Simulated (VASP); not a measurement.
In, 1 atom in the cell. The structure is tetragonal, space group I4/mmm (No. 139). The conventional cell has a = 3.221 Å, b = 3.221 Å, c = 5.047 Å, α = 90.00°, β = 90.00°, γ = 90.00°. In (site symmetry 4/mmm) has 12 In at 3.22 to 3.40 Å within 4.2 Å. 

```yaml
Program: VASP 6.6.1
Task: single point
Functional: r2SCAN
Potentials_or_basis: VASP PAW PBE potentials, release 64 (In_d)
Cutoff: 520 eV
k_mesh: 18 × 18 × 18
Occupations: fermi-dirac, width 0.02 eV
Spin: no spin polarisation
Dipole_correction: no
Further_INCAR_settings: ALGO = Normal; EDIFF = 1e-07; NBANDS = 12
```

Potentials or basis: VASP PAW PBE potentials, release 64 (In_d).

Run with:

```bash
$ cat potpaw_PBE.64/In_d/POTCAR > POTCAR
$ cp INCAR.step1 INCAR
$ mpirun -np 1 vasp_std > vasp.out
$ cp INCAR.step2 INCAR
$ mpirun -np 1 vasp_std > vasp.out
```

Hardware: 1 thread of Intel Xeon 8259CL (shared host).

Task: How long does it take, and how much memory?

Result: It took 12 min on 1 thread of Intel Xeon 8259CL, with other jobs on the host, peak memory 0.28 GiB. Counts: k points 480.
